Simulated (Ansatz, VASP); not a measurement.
## Two plane-wave programs on C

```xyz
2
Lattice="0.0000 1.8547 1.7121 1.8547 0.0000 1.7121 1.8547 1.8547 0.0000" Properties=species:S:1:pos:R:3 pbc="T T T"
C     1.8547    1.8547    1.7121
C     2.7821    2.7821    2.5681
```

Change from the starting cell: strain +0.040 along x and y, -0.040 along z, atoms carried along.

Alike in both runs: task single point; functional r2SCAN; k mesh 12 × 12 × 12; occupations gaussian, width 0.05 eV; no spin polarisation.

|  | VASP | Ansatz |
| --- | --- | --- |
| version | VASP 6.6.1 | Ansatz 0.2.0 |
| potentials or method | VASP PAW PBE potentials, release 64 (C), cutoff 520 eV | scalar-relativistic, plane waves, PAW |
| valence electrons in the cell | 8 | 8 |

VASP gave:

* gap on the k mesh at the Fermi level (eV): 2.25
* least direct gap on the mesh (eV): 4.34
* pressure (GPa): -16.7
* traceless stress, the component that is largest in VASP (GPa): 46.09

Problem. What did Ansatz give for the same quantities?

Solution. gap on the k mesh at the Fermi level (eV): 2.28; least direct gap on the mesh (eV): 4.39; pressure (GPa): -17.7; traceless stress, the component that is largest in VASP (GPa): 46.16.

VASP's potentials were made for PBE, not for r2SCAN.
